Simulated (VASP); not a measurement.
## Sb: single point with PBE

Sb:

```xyz
1
Lattice="0.1734 2.3885 2.4959 2.4173 0.0647 2.6045 2.3205 2.4004 0.1615" Properties=species:S:1:pos:R:3 pbc="T T T"
Sb    0.0000    0.0000    0.0000
```

```yaml
Program: VASP 6.6.1
Task: single point
Functional: PBE
Potentials_or_basis: VASP PAW PBE potentials, release 64 (Sb)
Cutoff: 520 eV
k_mesh: 10 × 10 × 10
Occupations: fermi-dirac, width 0.05 eV
Spin: no spin polarisation
Dipole_correction: no
Further_INCAR_settings: ALGO = Normal; EDIFF = 1e-06; NBANDS = 8
```

- Pressure: 2.6 GPa

Stress tensor (GPa, compression positive):
```
 1.86 -0.83 -0.68
-0.83  2.07 -0.49
-0.68 -0.49  3.81
```

Levels at points of the mesh, in eV from the Fermi level:
| k point | band 1 | band 2 | band 3 | band 4 | band 5 | band 6 | band 7 | band 8 |
| --- | --- | --- | --- | --- | --- | --- | --- | --- |
| (0.00, 0.00, 0.00) | -13.08 | 4.08 | 5.33 | 6.59 | 8.50 | 9.72 | 10.81 | 11.36 |
| (0.50, 0.00, 0.00) | -8.57 | -5.82 | 2.46 | 3.63 | 7.06 | 8.51 | 9.45 | 9.48 |
| (0.00, 0.50, 0.00) | -9.48 | -5.99 | 3.52 | 4.51 | 8.17 | 8.81 | 10.28 | 10.79 |
| (0.50, 0.50, 0.00) | -8.02 | -5.35 | 0.59 | 1.37 | 4.56 | 5.28 | 17.39 | 17.93 |
| (0.00, 0.00, 0.50) | -8.72 | -5.84 | 2.26 | 3.98 | 6.71 | 8.80 | 9.77 | 9.92 |
| (0.50, 0.00, 0.50) | -7.62 | -5.00 | -0.89 | 1.87 | 3.32 | 5.73 | 17.38 | 17.72 |
| (0.00, 0.50, 0.50) | -6.97 | -4.73 | -0.27 | 0.22 | 3.70 | 4.36 | 16.47 | 16.87 |
| (0.50, 0.50, 0.50) | -10.00 | -6.02 | 4.12 | 5.07 | 8.98 | 9.08 | 10.51 | 11.11 |

Run time: 36 s on 1 thread of Intel(R) Xeon(R) 6975P-C (Granite Rapids), with other jobs on the host, peak memory 0.24 GiB.

Caveat: spin-orbit coupling is left out, which moves the levels of the heavy elements.
